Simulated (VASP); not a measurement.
# Al: single point with r2SCAN

Al:

```xyz
1
Lattice="0.0000 1.9960 1.9960 1.9960 0.0000 1.9960 1.9960 1.9960 0.0000" Properties=species:S:1:pos:R:3 pbc="T T T"
Al    0.0000    0.0000    0.0000
```

```json
{
  "Program": "VASP 6.6.1",
  "Task": "single point",
  "Functional": "r2SCAN",
  "Potentials or basis": "VASP PAW PBE potentials, release 64 (Al)",
  "Cutoff": "520 eV",
  "k mesh": "18 × 18 × 18",
  "Occupations": "gaussian, width 0.1 eV",
  "Spin": "no spin polarisation",
  "Dipole correction": "no",
  "Further INCAR settings": "ALGO = Normal; EDIFF = 1e-06; NBANDS = 8"
}
```

| Quantity | Value |
| --- | --- |
| Pressure | -0.3 GPa |

Levels at points of the mesh, in eV from the Fermi level:
```csv
k point,band 1,band 2,band 3,band 4,band 5,band 6
"(0.00, 0.00, 0.00)",-12.10,13.53,13.53,13.53,15.73,15.73
"(0.50, 0.00, 0.00)",-5.15,-4.59,12.25,12.25,12.73,12.73
"(0.50, 0.50, 0.00)",-3.25,-1.67,5.47,6.18,6.18,10.29
```

It took 26 s on 1 thread of Intel(R) Xeon(R) 6975P-C (Granite Rapids) (shared host), peak memory 0.14 GiB.

Caveat: the PAW data sets were made with another functional, which shifts forces and pressure a little.
